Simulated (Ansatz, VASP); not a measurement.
**Two plane-wave programs on AgCl**

INCAR

```
SYSTEM = AgCl
PREC = Accurate ; ENCUT = 520
EDIFF = 1E-8 ; ISMEAR = -1
SIGMA = 0.01 ; LREAL = .False.
LASPH = .True. ; NELM = 60
ALGO = Normal ; ISIF = 2
LWAVE = .False. ; LCHARG = .False.
GGA = PS ; LEFG = .True.
NBANDS = 16
```

Contents of KPOINTS:

```
regular mesh
0
Gamma
  9 9 9
  0 0 0
```

File POSCAR:

```
AgCl
1.0
    3.4902776466      0.0000000000      0.0000000000
    0.0000000000      3.4902776466      0.0000000000
    0.0000000000      0.0000000000      3.4902776466
Ag Cl
1 1
Direct
    0.0000000000      0.0000000000      0.0000000000
    0.5000000000      0.5000000000      0.5000000000
```

Input for Ansatz:

```yaml
crystal:
  lattice:
    - [3.4902776466, 0.0, 0.0]
    - [0.0, 3.4902776466, 0.0]
    - [0.0, 0.0, 3.4902776466]
  atoms:
    - { symbol: Ag, position: [0.0, 0.0, 0.0] }
    - { symbol: Cl, position: [0.5, 0.5, 0.5] }
kpoints:
  mp_grid: { grid: [9, 9, 9] }
scf:
  occupations: { method: fermi_dirac, width: 0.01 }
hamiltonian:
  xc: pbesol
  pseudopotentials: { kind: paw }
output:
  forces: true
  stress: true
  eigenvalues: true
  efg: { contact_densities: true }
```

Change from the starting cell: volume scaled by 1.05, PAW files.

Alike in both runs: task electric field gradients; functional PBEsol; k mesh 9 × 9 × 9; occupations fermi-dirac, width 0.01 eV; no spin polarisation.

```csv
,VASP,Ansatz
version,VASP 6.6.1,Ansatz 0.2.0
potentials or method,"VASP PAW PBE potentials, release 64 (Ag, Cl)","PAW with Ansatz's default frozen-core files, scalar-relativistic"
plane-wave cutoff (eV),520,420
valence electrons in the cell,18,26
```

|  | VASP | Ansatz | Ansatz less VASP |
| --- | --- | --- | --- |
| gap on the k mesh at the Fermi level (eV) | 0.43 | 0.43 | 0.000 |
| pressure (GPa) | -6.3 | -6.2 | +0.09 |

VASP's potentials were made for PBE, not for PBEsol. VASP's potentials hold 18 valence electrons a cell and Ansatz's 26, so a difference there can come from the potentials and not from the codes.
